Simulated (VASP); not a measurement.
# HfC (zincblende type) (F-43m) in VASP: notebook

The runs below take HfC (zincblende type) through single point, with PBE.

All numbers are computed with VASP 6.6.1; they aren't measurements. Logs are shortened: lines on timing, memory, paths and dates and some standing lists are left out, and cuts for length are marked.

### Step 1. The cell of the first run

The structure is cubic, space group F-43m (No. 216). Conventional cell: a = 4.305 Å, b = 4.305 Å, c = 4.305 Å, α = 90.00°, β = 90.00°, γ = 90.00°. Within 2.5 Å of Hf (site symmetry -43m) lie 4 C at 1.86 Å. C (site symmetry -43m) has 4 Hf at 1.86 Å within 2.5 Å.

### Step 2. Single point, PBE

INCAR reads:

```
SYSTEM = HfC
PREC = Accurate
ENCUT = 520
EDIFF = 1E-6
ISMEAR = -1
SIGMA = 0.1
LREAL = .FALSE.
LASPH = .TRUE.
NELM = 60
ALGO = Normal
ISIF = 2
LWAVE = .FALSE.
LCHARG = .TRUE.
GGA = PE
LELF = .TRUE.
LVHAR = .TRUE.
NBANDS = 14
```

KPOINTS reads:

```
Automatic mesh
0
G
  15 15 15
  0 0 0
```

POSCAR reads:

```
HfC
1.0
    0.0000000000      2.1524017925      2.1524017925
    2.1524017925      0.0000000000      2.1524017925
    2.1524017925      2.1524017925      0.0000000000
Hf C
1 1
Direct
    0.0000000000      0.0000000000      0.0000000000
    0.2500000000      0.2500000000      0.2500000000
```

Potentials or basis: VASP PAW PBE potentials, release 64 (Hf_pv, C).

On the command line:

```console
> cat potpaw_PBE.64/Hf_pv/POTCAR potpaw_PBE.64/C/POTCAR > POTCAR
> mpirun -np 1 vasp_std > vasp.out
```

OUTCAR:

```text
SYSTEM = HfC
   PREC = Accurate
   ENCUT = 520
   EDIFF = 1E-6
   ISMEAR = -1
   LREAL = .FALSE.
   LASPH = .TRUE.
   NELM = 60
   ISIF = 2
   GGA = PE

 ion  position               nearest neighbor table
   1  0.000  0.000  0.000-   2 1.86   2 1.86   2 1.86   2 1.86
   2  0.250  0.250  0.250-   1 1.86   1 1.86   1 1.86   1 1.86

  LATTYP: Found a face centered cubic cell.
 ALAT       =     4.3048035850

  Lattice vectors:

 A1 = (   0.0000000000,   2.1524017925,   2.1524017925)
 A2 = (   2.1524017925,   0.0000000000,   2.1524017925)
 A3 = (   2.1524017925,   2.1524017925,   0.0000000000)

Analysis of symmetry for initial positions (statically):
=====================================================================
 Subroutine PRICEL returns:
 Original cell was already a primitive cell.

 Routine SETGRP: Setting up the symmetry group for a
 face centered cubic supercell.

 Subroutine GETGRP returns: Found 24 space group operations
 (whereof 24 operations were pure point group operations)
 out of a pool of 48 trial point group operations.

The static configuration has the point symmetry T_d .

Analysis of symmetry for dynamics (positions and initial velocities):
=====================================================================
 Subroutine PRICEL returns:
 Original cell was already a primitive cell.

 Routine SETGRP: Setting up the symmetry group for a
 face centered cubic supercell.

 Subroutine GETGRP returns: Found 24 space group operations
 (whereof 24 operations were pure point group operations)
 out of a pool of 48 trial point group operations.

The dynamic configuration has the point symmetry T_d .

 Subroutine INISYM returns: Found 24 space group operations
 (whereof 24 operations are pure point group operations),
 and found     1 'primitive' translations

----------------------------------------------------------------------------------------

                                     Primitive cell

  volume of cell :      19.9434

  direct lattice vectors                    reciprocal lattice vectors
     0.000000000  2.152401793  2.152401793    -0.232298636  0.232298636  0.232298636
     2.152401793  0.000000000  2.152401793     0.232298636 -0.232298636  0.232298636
     2.152401793  2.152401793  0.000000000     0.232298636  0.232298636 -0.232298636

  length of vectors
     3.043955807  3.043955807  3.043955807     0.402353040  0.402353040  0.402353040

  position of ions in fractional coordinates (direct lattice)
     0.000000000  0.000000000  0.000000000
     0.250000000  0.250000000  0.250000000

  ion indices of the primitive-cell ions
   primitive index   ion index
                 1           1
                 2           2

----------------------------------------------------------------------------------------

 KPOINTS: Automatic mesh

Automatic generation of k-mesh.
 Grid dimensions read from file:
 generate k-points for:   15   15   15

 Generating k-lattice:

  Cartesian coordinates                     Fractional coordinates (reciprocal lattice)
    -0.015486576  0.015486576  0.015486576     0.066666667  0.000000000  0.000000000
     0.015486576 -0.015486576  0.015486576     0.000000000  0.066666667  0.000000000
     0.015486576  0.015486576 -0.015486576     0.000000000  0.000000000  0.066666667

  Length of vectors
     0.026823536  0.026823536  0.026823536

  Shift w.r.t. Gamma in fractional coordinates (k-lattice)
     0.000000000  0.000000000  0.000000000

 Subroutine IBZKPT returns following result:
 ===========================================

 Found    120 irreducible k-points:

 Following reciprocal coordinates:
            Coordinates               Weight
  0.000000  0.000000  0.000000      1.000000
  0.066667  0.000000  0.000000      8.000000
  0.133333  0.000000  0.000000      8.000000
  0.200000  0.000000  0.000000      8.000000
  0.266667  0.000000  0.000000      8.000000
  0.333333  0.000000  0.000000      8.000000
[... 16 lines left out ...]
  0.133333  0.133333  0.000000      6.000000
  0.200000  0.133333  0.000000     24.000000
 [... further k-points ...]
   k-points           NKPTS =    120   k-points in BZ     NKDIM =    120   number of bands    NBANDS=     14
   number of dos      NEDOS =    301   number of ions     NIONS =      2
   total plane-waves  NPLWV =  13824
   dimension x,y,z NGX =    24 NGY =   24 NGZ =   24
   dimension x,y,z NGXF=    48 NGYF=   48 NGZF=   48
   ions per type =               1   1
   NGX,Y,Z   is equivalent  to a cutoff of  13.11, 13.11, 13.11 a.u.
   NGXF,Y,Z  is equivalent  to a cutoff of  26.22, 26.22, 26.22 a.u.
 SYSTEM =  HfC
   PREC   = accura    normal or accurate (medium, high low for compatibility)
   ISTART =      0    job   : 0-new  1-cont  2-samecut
   ICHARG =      2    charge: 1-file 2-atom 10-const
   ISPIN  =      1    spin polarized calculation?
   LNONCOLLINEAR =      F non collinear calculations
   LSORBIT =      F    spin-orbit coupling
   LASPH  =      T    aspherical Exc in radial PAW
   ENCUT  =  520.0 eV  38.22 Ry    6.18 a.u.   5.66  5.66  5.66*2*pi/ulx,y,z
   NELM   =     60;   NELMIN=  2; NELMDL= -5     # of ELM steps
   EDIFF  = 0.1E-05   stopping-criterion for ELM
   LREAL  =      F    real-space projection
   EDIFFG = 0.1E-04   stopping-criterion for IOM
   NSW    =      0    number of steps for IOM
   IBRION =     -1    ionic relax: 0-MD 1-quasi-New 2-CG
   NFREE  =      0    steps in history (QN), initial steepest desc. (CG)
   ISIF   =      2    stress and relaxation
   ISYM   =      2    0-nonsym 1-usesym 2-fastsym
   POTIM  = 0.5000    time-step for ionic-motion
   TEBEG  =    0.0;   TEEND  =   0.0 temperature during run
   PSTRESS=    0.0 pullay stress
   NELECT =      14.0000    total number of electrons
   NUPDOWN=      -1.0000    fix difference up-down
   EMIN   =  10.00;   EMAX   =-10.00  energy-range for DOS
   EFERMI =   0.00;   METHOD = LEGACY
   ISMEAR =    -1;   SIGMA  =   0.10  broadening in eV -4-tet -1-fermi 0-gaus
   EFERMI_NEDOS =   21; number of points for ismear=-14 and -15
   IALGO  =     38    algorithm
   IMIX   =      4    mixing-type and parameters
     AMIX     =   0.40;   BMIX     =  1.00
     AMIX_MAG =   1.60;   BMIX_MAG =  1.00
  volume/ion in A,a.u.               =       9.97        67.29
  Fermi-wavevector in a.u.,A,eV,Ry     =   1.454959  2.749474 28.802261  2.116906
  Thomas-Fermi vector in A             =   2.572049
   LORBIT       =      0    0 simple, 1 ext, 2 COOP (PROOUT), +10 PAW based schemes
   GGA     = PE    functional components
   LHFCALC =     F    Hartree Fock is set to
   AEXX    =    0.0000 exact exchange contribution
   IVDW    =     0    specifies the selected vdW correction
   LEPSILON=     F    determine dielectric tensor
   LRPA    =     F    only Hartree local field effects (RPA)
 non-spin polarized calculation
  energy-cutoff  :      520.00
  volume of cell :       19.94
 maximum number of plane-waves:       548
   NGX = 11   NGY = 11   NGZ = 11

 number of electron      13.9999999 magnetization

 Free energy of the ion-electron system (eV)
  ---------------------------------------------------
  ext. energy  EPLUGINS =         0.00000000
  ---------------------------------------------------
  free energy    TOTEN  =       -15.18728172 eV

  energy without entropy =      -15.17960809  energy(sigma->0) =      -15.18344490

 E-fermi :   7.8466     XC(G=0): -13.1621

 val. band max:        7.8177520903   @ k =  -0.4667   0.4667   0.0000
 cond. band min:       7.8476968649   @ k =   0.3333   0.3333   0.0000
 fundamental gap:      0.0299447746
 Fermi energy:         7.8466176588

 k-point     1 :       0.0000    0.0000    0.0000
  band No.  band energies     occupation
      1     -20.6113      2.00000
      2     -20.6113      2.00000
      3     -20.6113      2.00000
      4      -5.1634      2.00000
      5       3.1896      2.00000
      6       3.1896      2.00000
      7       3.1896      2.00000
      8      12.2489      0.00000
      9      12.2489      0.00000
     10      12.8140      0.00000
     11      19.5239      0.00000
     12      19.5239      0.00000
     13      19.5239      0.00000
     14      23.2964      0.00000

 k-point     2 :       0.0667    0.0000    0.0000
  band No.  band energies     occupation
      1     -20.7016      2.00000
      2     -20.6226      2.00000
      3     -20.6226      2.00000
      4      -4.9988      2.00000
      5       3.1120      2.00000
      6       3.2615      2.00000
      7       3.2615      2.00000
      8      12.0943      0.00000
      9      12.0943      0.00000
     10      13.0610      0.00000
     11      19.2943      0.00000
     12      19.8873      0.00000
     13      19.8873      0.00000
     14      23.2960      0.00000

 k-point     3 :       0.1333    0.0000    0.0000
  band No.  band energies     occupation
      1     -20.9486      2.00000
      2     -20.6543      2.00000
      3     -20.6543      2.00000
      4      -4.5494      2.00000
      5       2.9497      2.00000
      6       3.4561      2.00000
      7       3.4561      2.00000
      8      11.7726      0.00000
      9      11.7726      0.00000
     10      13.6730      0.00000
     11      18.8590      0.00000
     12      20.7804      0.00000
     13      20.7804      0.00000
     14      23.2930      0.00000
[... 324 lines left out ...]
 k-point    23 :       0.1333    0.1333    0.0000
  band No.  band energies     occupation
      1     -20.9455      2.00000
      2     -20.7254      2.00000
      3     -20.7254      2.00000
      4      -4.3327      2.00000
      5       2.5214      2.00000
      6       3.7480      2.00000
      7       3.7480      2.00000
      8      10.4969      0.00000
      9      12.6629      0.00000
     10      14.1128      0.00000
     11      20.1804      0.00000
     12      20.1804      0.00000
     13      20.5155      0.00000
     14      23.2929      0.00000

 k-point    24 :       0.2000    0.1333    0.0000
  band No.  band energies     occupation
      1     -21.1713      2.00000
      2     -20.7829      2.00000
      3     -20.7688      2.00000
      4      -3.8526      2.00000
      5       2.2922      2.00000
      6       4.0279      2.00000
      7       4.0542      2.00000
      8       9.9350      0.00000
      9      12.7828      0.00000
     10      14.7459      0.00000
     11      19.8695      0.00000
     12      20.6413      0.00000
     13      21.5718      0.00000
     14      23.2860      0.00000

 [... further k-points ...]

------------------------ aborting loop because EDIFF is reached ----------------------------------------

  FORCE on cell =-STRESS in cart. coord.  units (eV):
  Direction    XX          YY          ZZ          XY          YZ          ZX
  --------------------------------------------------------------------------------------
  -------------------------------------------------------------------------------------
  Total       21.6782428     21.6782428     21.6782428     -0.0000000     -0.0000000     -0.0000000
  in kB     1741.5447036   1741.5447036   1741.5447036     -0.0000000     -0.0000000     -0.0000000
  external PRESSURE =    1741.5447036 kB  Pullay stress =       0.0000000 kB

 VOLUME and BASIS-vectors are now :
 -----------------------------------------------------------------------------
  energy-cutoff  :      520.00
  volume of cell :       19.94
      direct lattice vectors                 reciprocal lattice vectors
     0.000000000  2.152401793  2.152401793    -0.232298636  0.232298636  0.232298636
     2.152401793  0.000000000  2.152401793     0.232298636 -0.232298636  0.232298636
     2.152401793  2.152401793  0.000000000     0.232298636  0.232298636 -0.232298636

 POSITION                                       TOTAL-FORCE (eV/Angst)
 -----------------------------------------------------------------------------------
      0.00000      0.00000      0.00000        -0.000000     -0.000000      0.000000
      1.07620      1.07620      1.07620         0.000000      0.000000     -0.000000
 -----------------------------------------------------------------------------------
    total drift:                               -0.000001     -0.000001     -0.000000

  FREE ENERGIE OF THE ION-ELECTRON SYSTEM (eV)
  ---------------------------------------------------
  free  energy   TOTEN  =       -15.1872817218 eV

  energy  without entropy=      -15.1796080853  energy(sigma->0) =      -15.18344490
```

Wall time 21 s (1 thread of Intel Xeon 6975P-C (Granite Rapids), shared host); peak memory 0.16 GiB.

What came out:

| Item | Value |
| --- | --- |
| Free energy | -15.1873 eV |
| Pressure | 174.2 GPa |
| Band gap on the k mesh | zero (band 7 reaches 7.91 eV, above the bottom of band 8 at 7.76 eV) |

Caveat: spin-orbit coupling is left out, which moves the levels of the heavy elements.

(Continued in part 2 of 2.)
